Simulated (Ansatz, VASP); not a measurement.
## One calculation of Se, two programs

The input INCAR:

```
SYSTEM = Se
PREC = Accurate
ENCUT = 520
EDIFF = 1E-6
ISMEAR = -1
SIGMA = 0.01
LREAL = .FALSE.
LASPH = .TRUE.
NELM = 100
ALGO = Normal
ISIF = 2
LWAVE = .FALSE.
LCHARG = .FALSE.
GGA = PE
NBANDS = 27
```

The input KPOINTS:

```
Automatic mesh
0
G
  6 6 6
  0 0 0
```

The input POSCAR:

```
Se
1.0
    5.7285624299      3.3515000981      1.5659392666
   -5.6334372939      3.2378801009      1.4523192694
   -0.0508352360     -6.5450902991      1.4107314640
Se
6
Direct
    0.2806600000      0.1625100000      0.9181800000
    0.9181800000      0.2806600000      0.1625100000
    0.1625100000      0.9181800000      0.2806600000
    0.7193400000      0.8374900000      0.0818200000
    0.0818200000      0.7193400000      0.8374900000
    0.8374900000      0.0818200000      0.7193400000
```

Input for Ansatz:

```yaml
crystal:
  lattice:
    - [5.7285624299, 3.3515000981, 1.5659392666]
    - [-5.6334372939, 3.2378801009, 1.4523192694]
    - [-0.050835236, -6.5450902991, 1.410731464]
  atoms:
    - { symbol: Se, position: [0.28066, 0.16251, 0.91818] }
    - { symbol: Se, position: [0.91818, 0.28066, 0.16251] }
    - { symbol: Se, position: [0.16251, 0.91818, 0.28066] }
    - { symbol: Se, position: [0.71934, 0.83749, 0.08182] }
    - { symbol: Se, position: [0.08182, 0.71934, 0.83749] }
    - { symbol: Se, position: [0.83749, 0.08182, 0.71934] }
kpoints:
  mp_grid: { grid: [6, 6, 6] }
  band_path:
    path:
      - [0.0, 0.0, 0.0]
      - [-0.5, 0.0, 0.0]
      - [-0.5, 0.0, 0.5]
      - [0.0, 0.0, 0.0]
      - [-0.5, 0.5, 0.0]
      - [0.5, 0.5, -0.5]
      - [0.0, 0.0, 0.0]
      - [0.0, 0.5, -0.5]
      - [0.0, 0.5, 0.0]
    npoints: 5
scf:
  occupations: { method: fermi_dirac, width: 0.01 }
hamiltonian:
  xc: pbe
  pseudopotentials: { kind: all_electron, lapw: { basis_error: 0.001 } }
output:
  forces: true
  stress: true
  eigenvalues: true
```

Change from the starting cell: equal xy, yz and zx shear strains of +2 %.

Alike in both runs: task single point; functional PBE; k mesh 6 × 6 × 6; occupations fermi-dirac, width 0.01 eV; no spin polarisation.

```csv
,VASP,Ansatz
version,VASP 6.6.1,Ansatz 0.2.0
potentials or method,"VASP PAW PBE potentials, release 64 (Se), cutoff 520 eV","all-electron LAPW, scalar-relativistic"
```

VASP gave:

| Item | Value |
| --- | --- |
| gap on the k mesh at the Fermi level (eV) | 1.12 |
| pressure (GPa) | 2.9 |
| traceless stress, the component that is largest in VASP (GPa) | -0.92 |
| rms of the force components (eV/Å) | 0.336 |

Question: Estimate Ansatz's values.

Answer: gap on the k mesh at the Fermi level (eV): 1.13; pressure (GPa): 2.7; traceless stress, the component that is largest in VASP (GPa): -0.91; rms of the force components (eV/Å): 0.313.

Atom by atom the forces differ by 0.025 eV/Å (rms over components). Ansatz ran all-electron here, and VASP with PAW potentials.
